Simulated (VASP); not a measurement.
# CdS (Pmmn) in VASP: a series of runs

CdS is run at these levels: r2SCAN; tasks: single point.

Everything below comes from runs of VASP 6.6.1. Logs are shortened: lines on timing, memory, paths and dates and some standing lists are left out, and cuts for length are marked.

### 1 The cell of the first run

Symmetry: Pmmn, No. 59, orthorhombic system. Conventional cell: a = 3.859 Å, b = 5.456 Å, c = 3.977 Å, α = 90.00°, β = 90.00°, γ = 90.00°. Cd (site symmetry mm2) has 6 S at 2.73 to 2.78 Å within 3.6 Å. S (site symmetry mm2) has 6 Cd at 2.73 to 2.78 Å within 3.6 Å.

### 2 Single point, r2SCAN

Contents of POSCAR:

```
CdS
1.0
    3.8594556000      0.0000000000      0.0000000000
    0.0000000000      5.4563751000      0.0000000000
    0.0000000000      0.0000000000      3.9772472197
Cd S
2 2
Direct
    0.5000000000      0.5000000000      0.2430300000
    0.0000000000      0.0000000000      0.7569700000
    0.5000000000      0.0000000000      0.2551600000
    0.0000000000      0.5000000000      0.7448400000
```

Contents of INCAR.step1:

```
SYSTEM = CdS
  ALGO = Normal
  EDIFF = 1E-4
  ENCUT = 520
  GGA = PE
  ISMEAR = -1
  LASPH = .TRUE.
  LCHARG = .FALSE.
  LREAL = .FALSE.
  LWAVE = .TRUE.
  NBANDS = 26
  NELM = 60
  PREC = Accurate
  SIGMA = 0.02
```

Contents of INCAR.step2:

```
SYSTEM = CdS
  ALGO = Normal
  EDIFF = 1E-6
  ENCUT = 520
  ISIF = 2
  ISMEAR = -1
  ISTART = 1
  LASPH = .TRUE.
  LCHARG = .FALSE.
  LMIXTAU = .TRUE.
  LREAL = .FALSE.
  LWAVE = .FALSE.
  METAGGA = R2SCAN
  NBANDS = 26
  NELM = 60
  PREC = Accurate
  SIGMA = 0.02
```

Contents of KPOINTS:

```
k-points
0
G
  6 4 6
  0 0 0
```

Potentials or basis: VASP PAW PBE potentials, release 64 (Cd, S).

On the command line:

```console
$ cat potpaw_PBE.64/Cd/POTCAR potpaw_PBE.64/S/POTCAR > POTCAR
$ cp INCAR.step1 INCAR
$ mpirun -np 1 vasp_std > vasp.out
$ cp INCAR.step2 INCAR
$ mpirun -np 1 vasp_std > vasp.out
```

OUTCAR:

```text
SYSTEM = CdS
   EDIFF = 1E-6
   ENCUT = 520
   ISIF = 2
   ISMEAR = -1
   ISTART = 1
   LASPH = .TRUE.
   LREAL = .FALSE.
   METAGGA = R2SCAN
   NELM = 60
   PREC = Accurate

 ion  position               nearest neighbor table
   1  0.500  0.500  0.243-   3 2.73   3 2.73   4 2.77   4 2.77   4 2.78   4 2.78
   2  0.000  0.000  0.757-   4 2.73   4 2.73   3 2.77   3 2.77   3 2.78   3 2.78
   3  0.500  0.000  0.255-   1 2.73   1 2.73   2 2.77   2 2.77   2 2.78   2 2.78
   4  0.000  0.500  0.745-   2 2.73   2 2.73   1 2.77   1 2.77   1 2.78   1 2.78

  LATTYP: Found a simple orthorhombic cell.
 ALAT       =     3.8594556000
 B/A-ratio  =     1.0305202681
 C/A-ratio  =     1.4137680713

  Lattice vectors:

 A1 = (  -3.8594556000,   0.0000000000,   0.0000000000)
 A2 = (   0.0000000000,   0.0000000000,   3.9772472197)
 A3 = (   0.0000000000,   5.4563751000,   0.0000000000)

Analysis of symmetry for initial positions (statically):
=====================================================================
 Subroutine PRICEL returns:
 Original cell was already a primitive cell.

 Routine SETGRP: Setting up the symmetry group for a
 simple orthorhombic supercell.

 Subroutine GETGRP returns: Found  8 space group operations
 (whereof  4 operations were pure point group operations)
 out of a pool of  8 trial point group operations.

The static configuration has the point symmetry C_2v.
 The point group associated with its full space group is D_2h.

Analysis of symmetry for dynamics (positions and initial velocities):
=====================================================================
 Subroutine PRICEL returns:
 Original cell was already a primitive cell.

 Routine SETGRP: Setting up the symmetry group for a
 simple orthorhombic supercell.

 Subroutine GETGRP returns: Found  8 space group operations
 (whereof  4 operations were pure point group operations)
 out of a pool of  8 trial point group operations.

The dynamic configuration has the point symmetry C_2v.
 The point group associated with its full space group is D_2h.

 Subroutine INISYM returns: Found  8 space group operations
 (whereof  4 operations are pure point group operations),
 and found     1 'primitive' translations

----------------------------------------------------------------------------------------

                                     Primitive cell

  volume of cell :      83.7554

  direct lattice vectors                    reciprocal lattice vectors
     3.859455600  0.000000000  0.000000000     0.259103901  0.000000000  0.000000000
     0.000000000  5.456375100  0.000000000     0.000000000  0.183271858  0.000000000
     0.000000000  0.000000000  3.977247220     0.000000000  0.000000000  0.251430184

  length of vectors
     3.859455600  5.456375100  3.977247220     0.259103901  0.183271858  0.251430184

  position of ions in fractional coordinates (direct lattice)
     0.500000000  0.500000000  0.243030000
     0.000000000  0.000000000  0.756970000
     0.500000000  0.000000000  0.255160000
     0.000000000  0.500000000  0.744840000

  ion indices of the primitive-cell ions
   primitive index   ion index
                 1           1
                 2           2
                 3           3
                 4           4

----------------------------------------------------------------------------------------

 KPOINTS: k-points

Automatic generation of k-mesh.
 Grid dimensions read from file:
 generate k-points for:    6    4    6

 Generating k-lattice:

  Cartesian coordinates                     Fractional coordinates (reciprocal lattice)
     0.043183983  0.000000000  0.000000000     0.166666667  0.000000000  0.000000000
     0.000000000  0.045817964  0.000000000     0.000000000  0.250000000  0.000000000
     0.000000000  0.000000000  0.041905031     0.000000000  0.000000000  0.166666667

  Length of vectors
     0.043183983  0.045817964  0.041905031

  Shift w.r.t. Gamma in fractional coordinates (k-lattice)
     0.000000000  0.000000000  0.000000000

 Subroutine IBZKPT returns following result:
 ===========================================

 Found     48 irreducible k-points:

 Following reciprocal coordinates:
            Coordinates               Weight
  0.000000  0.000000  0.000000      1.000000
  0.166667  0.000000  0.000000      2.000000
  0.333333  0.000000  0.000000      2.000000
  0.500000  0.000000  0.000000      1.000000
  0.000000  0.250000  0.000000      2.000000
  0.166667  0.250000  0.000000      4.000000
[... 16 lines left out ...]
  0.333333  0.500000  0.166667      4.000000
  0.500000  0.500000  0.166667      2.000000
 [... further k-points ...]
   k-points           NKPTS =     48   k-points in BZ     NKDIM =     48   number of bands    NBANDS=     26
   number of dos      NEDOS =    301   number of ions     NIONS =      4
   total plane-waves  NPLWV =  37800
   dimension x,y,z NGX =    30 NGY =   42 NGZ =   30
   dimension x,y,z NGXF=    60 NGYF=   84 NGZF=   60
   ions per type =               2   2
   NGX,Y,Z   is equivalent  to a cutoff of  12.92, 12.80, 12.54 a.u.
   NGXF,Y,Z  is equivalent  to a cutoff of  25.84, 25.59, 25.08 a.u.
 SYSTEM =  CdS
   PREC   = accura    normal or accurate (medium, high low for compatibility)
   ISTART =      1    job   : 0-new  1-cont  2-samecut
   ICHARG =      0    charge: 1-file 2-atom 10-const
   ISPIN  =      1    spin polarized calculation?
   LNONCOLLINEAR =      F non collinear calculations
   LSORBIT =      F    spin-orbit coupling
   LASPH  =      T    aspherical Exc in radial PAW
   ENCUT  =  520.0 eV  38.22 Ry    6.18 a.u.   7.18 10.15  7.40*2*pi/ulx,y,z
   NELM   =     60;   NELMIN=  2; NELMDL=  0     # of ELM steps
   EDIFF  = 0.1E-05   stopping-criterion for ELM
   LREAL  =      F    real-space projection
   EDIFFG = 0.1E-04   stopping-criterion for IOM
   NSW    =      0    number of steps for IOM
   IBRION =     -1    ionic relax: 0-MD 1-quasi-New 2-CG
   NFREE  =      0    steps in history (QN), initial steepest desc. (CG)
   ISIF   =      2    stress and relaxation
   ISYM   =      2    0-nonsym 1-usesym 2-fastsym
   POTIM  = 0.5000    time-step for ionic-motion
   TEBEG  =    0.0;   TEEND  =   0.0 temperature during run
   PSTRESS=    0.0 pullay stress
   NELECT =      36.0000    total number of electrons
   NUPDOWN=      -1.0000    fix difference up-down
   EMIN   =  10.00;   EMAX   =-10.00  energy-range for DOS
   EFERMI =   0.00;   METHOD = LEGACY
   ISMEAR =    -1;   SIGMA  =   0.02  broadening in eV -4-tet -1-fermi 0-gaus
   EFERMI_NEDOS =   21; number of points for ismear=-14 and -15
   IALGO  =     38    algorithm
   IMIX   =      4    mixing-type and parameters
     AMIX     =   0.40;   BMIX     =  1.00
     AMIX_MAG =   1.60;   BMIX_MAG =  1.00
  volume/ion in A,a.u.               =      20.94       141.30
  Fermi-wavevector in a.u.,A,eV,Ry     =   1.235487  2.334731 20.768303  1.526427
  Thomas-Fermi vector in A             =   2.370134
   LORBIT       =      0    0 simple, 1 ext, 2 COOP (PROOUT), +10 PAW based schemes
   METAGGA = R2SCAN    functional components
   LHFCALC =     F    Hartree Fock is set to
   AEXX    =    0.0000 exact exchange contribution
   IVDW    =     0    specifies the selected vdW correction
   LEPSILON=     F    determine dielectric tensor
   LRPA    =     F    only Hartree local field effects (RPA)
 non-spin polarized calculation
  energy-cutoff  :      520.00
  volume of cell :       83.76
 maximum number of plane-waves:      2277
 NGX is ok and might be reduce to    30
   NGX = 15   NGY = 21   NGZ = 15

 number of electron      35.9999988 magnetization

 Free energy of the ion-electron system (eV)
  ---------------------------------------------------
  ext. energy  EPLUGINS =         0.00000000
  ---------------------------------------------------
  free energy    TOTEN  =       -59.02072016 eV

  energy without entropy =      -59.02072015  energy(sigma->0) =      -59.02072015

 E-fermi :   2.8089     XC(G=0): -10.8332

 val. band max:        2.4842144697   @ k =   0.0000   0.5000   0.5000
 cond. band min:       3.1112438603   @ k =   0.0000   0.0000   0.0000
 fundamental gap:      0.6270293905
 Fermi energy:         2.8089123568

 k-point     1 :       0.0000    0.0000    0.0000
  band No.  band energies     occupation
      1     -10.6767      2.00000
      2      -9.8008      2.00000
      3      -5.5032      2.00000
      4      -5.3794      2.00000
      5      -5.3788      2.00000
      6      -5.3659      2.00000
[... 18 lines left out ...]
     25      13.0986      0.00000
     26      14.3272      0.00000

 k-point     2 :       0.1667    0.0000    0.0000
  band No.  band energies     occupation
      1     -10.5228      2.00000
      2      -9.7351      2.00000
      3      -5.4728      2.00000
      4      -5.4339      2.00000
      5      -5.3898      2.00000
      6      -5.3805      2.00000
[... 18 lines left out ...]
     25      12.0721      0.00000
     26      12.4232      0.00000

 k-point     3 :       0.3333    0.0000    0.0000
  band No.  band energies     occupation
      1     -10.1363      2.00000
      2      -9.6395      2.00000
      3      -5.5632      2.00000
      4      -5.5299      2.00000
      5      -5.4707      2.00000
      6      -5.4466      2.00000
[... 18 lines left out ...]
     25      10.7728      0.00000
     26      11.1826      0.00000

 k-point     4 :       0.5000    0.0000    0.0000
  band No.  band energies     occupation
      1      -9.7543      2.00000
      2      -9.7543      2.00000
      3      -5.6162      2.00000
      4      -5.6162      2.00000
      5      -5.5037      2.00000
      6      -5.5037      2.00000
[... 18 lines left out ...]
     25      10.3288      0.00000
     26      10.3288      0.00000

 k-point     5 :       0.0000    0.2500    0.0000
  band No.  band energies     occupation
      1     -10.5013      2.00000
      2      -9.8576      2.00000
      3      -5.4825      2.00000
      4      -5.4775      2.00000
      5      -5.3767      2.00000
      6      -5.3522      2.00000
[... 18 lines left out ...]
     25      11.9681      0.00000
     26      12.0286      0.00000

 k-point     6 :       0.1667    0.2500    0.0000
  band No.  band energies     occupation
      1     -10.3538      2.00000
      2      -9.7731      2.00000
      3      -5.4951      2.00000
      4      -5.4614      2.00000
      5      -5.4545      2.00000
      6      -5.4002      2.00000
[... 427 lines left out ...]
 k-point    21 :       0.0000    0.5000    0.1667
  band No.  band energies     occupation
      1     -10.0074      2.00000
      2     -10.0074      2.00000
      3      -5.5702      2.00000
      4      -5.5702      2.00000
      5      -5.4345      2.00000
      6      -5.4345      2.00000
[... 18 lines left out ...]
     25      11.2951      0.00000
     26      11.2951      0.00000

 k-point    22 :       0.1667    0.5000    0.1667
  band No.  band energies     occupation
      1      -9.9102      2.00000
      2      -9.9102      2.00000
      3      -5.5902      2.00000
      4      -5.5902      2.00000
      5      -5.5092      2.00000
      6      -5.5092      2.00000
[... 18 lines left out ...]
     25      10.4831      0.00000
     26      10.4831      0.00000

 k-point    23 :       0.3333    0.5000    0.1667
  band No.  band energies     occupation
      1      -9.7006      2.00000
      2      -9.7006      2.00000
      3      -5.6322      2.00000
      4      -5.6322      2.00000
      5      -5.5738      2.00000
      6      -5.5738      2.00000
[... 18 lines left out ...]
     25      10.6183      0.00000
     26      10.6183      0.00000

 k-point    24 :       0.5000    0.5000    0.1667
  band No.  band energies     occupation
      1      -9.5869      2.00000
      2      -9.5869      2.00000
      3      -5.6367      2.00000
      4      -5.6367      2.00000
      5      -5.5330      2.00000
      6      -5.5330      2.00000
[... 18 lines left out ...]
     25      10.9333      0.00000
     26      10.9333      0.00000

 [... further k-points ...]

------------------------ aborting loop because EDIFF is reached ----------------------------------------

  FORCE on cell =-STRESS in cart. coord.  units (eV):
  Direction    XX          YY          ZZ          XY          YZ          ZX
  --------------------------------------------------------------------------------------
  -------------------------------------------------------------------------------------
  Total       -0.6625238     -0.7309431     -1.7857084      0.0000000      0.0000000      0.0000000
  in kB      -12.6735771    -13.9823857    -34.1592449      0.0000000      0.0000000      0.0000000
  external PRESSURE =     -20.2717359 kB  Pullay stress =       0.0000000 kB

 VOLUME and BASIS-vectors are now :
 -----------------------------------------------------------------------------
  energy-cutoff  :      520.00
  volume of cell :       83.76
      direct lattice vectors                 reciprocal lattice vectors
     3.859455600  0.000000000  0.000000000     0.259103901  0.000000000  0.000000000
     0.000000000  5.456375100  0.000000000     0.000000000  0.183271858  0.000000000
     0.000000000  0.000000000  3.977247220     0.000000000  0.000000000  0.251430184

 POSITION                                       TOTAL-FORCE (eV/Angst)
 -----------------------------------------------------------------------------------
      1.92973      2.72819      0.96659         0.000000      0.000000      0.022360
      0.00000      0.00000      3.01066         0.000000      0.000000     -0.022360
      1.92973      0.00000      1.01483         0.000000      0.000000     -0.034936
      0.00000      2.72819      2.96241         0.000000      0.000000      0.034936
 -----------------------------------------------------------------------------------
    total drift:                                0.000000      0.000000      0.000000

  FREE ENERGIE OF THE ION-ELECTRON SYSTEM (eV)
  ---------------------------------------------------
  free  energy   TOTEN  =       -59.0207201556 eV

  energy  without entropy=      -59.0207201530  energy(sigma->0) =      -59.02072015
```

It took 4.8 min on 1 thread of Intel Xeon Platinum 8259CL at 2.50GHz (Skylake/Cascade Lake), shared host; peak memory 0.25 GiB.

Results:

- Free energy: -59.0207 eV
- Pressure: -2.0 GPa
- Largest force: 0.035 eV/Å
- Band gap on the k mesh: 0.63 eV

Forces in eV/Å, atoms in the order of the input:
```
Cd   0.000  0.000  0.022
Cd   0.000  0.000 -0.022
S    0.000  0.000 -0.035
S    0.000  0.000  0.035
```

Stress tensor (GPa, compression positive):
```
-1.27  0.00  0.00
 0.00 -1.40  0.00
 0.00  0.00 -3.42
```

Levels at points of the mesh, in eV from the valence-band top:
```tsv
k point	band 16	band 17	band 18	band 19	band 20	band 21
(0.00, 0.00, 0.00)	-0.83	-0.80	-0.60	0.63	1.37	6.37
(0.50, 0.00, 0.00)	-2.32	-0.29	-0.29	4.66	4.66	5.81
(0.00, 0.50, 0.00)	-1.53	-1.24	-1.24	3.53	3.53	7.20
(0.50, 0.50, 0.00)	-0.14	-0.03	-0.03	3.92	3.92	6.17
(0.00, 0.00, 0.50)	-2.37	-0.18	-0.16	4.92	4.94	5.97
(0.50, 0.00, 0.50)	-2.17	-2.03	-2.03	0.71	0.71	6.44
(0.00, 0.50, 0.50)	-0.03	0.00	0.00	4.12	4.12	6.54
(0.50, 0.50, 0.50)	-3.12	-2.80	-2.80	3.87	3.87	7.40
```

Caveat: the PAW data sets were made with another functional, which shifts forces and pressure a little.

(Continued in part 2 of 2.)
